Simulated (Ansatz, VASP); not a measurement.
**One calculation of Ir, two programs**

```
Ir
1.0
     2.73946    0.00000    0.00000
    -1.36973    2.37244    0.00000
     0.00000    0.00000    8.94956
Ir
4
Direct
  0.00000 0.00000 0.00000
  0.00000 0.00000 0.50000
  0.33333 0.66667 0.25000
  0.66667 0.33333 0.75000
```

Alike in both runs: functional PBE; k mesh 13 × 13 × 4; occupations fermi-dirac, width 0.1 eV; no spin polarisation.

Ansatz relaxed the structure, and its values are those at the end. VASP's run is a single point on that final structure, the one shown.

|  | VASP | Ansatz |
| --- | --- | --- |
| version | VASP 6.6.1 | Ansatz 0.2.0 |
| potentials or method | VASP PAW PBE potentials, release 64 (Ir), cutoff 520 eV | plane waves (420 eV) with PAW, scalar-relativistic |
| valence electrons in the cell | 36 | 68 |

VASP gave:

* pressure (GPa): 0.5

Problem. What did Ansatz give for the same quantities?

Solution. Pressure (GPa): 0.0.

With one functional, cell and mesh, what is left measures potentials, basis and numerics. VASP's potentials hold 36 valence electrons a cell and Ansatz's 68, so a difference there can come from the potentials and not from the codes.

Spin-orbit coupling is off throughout.
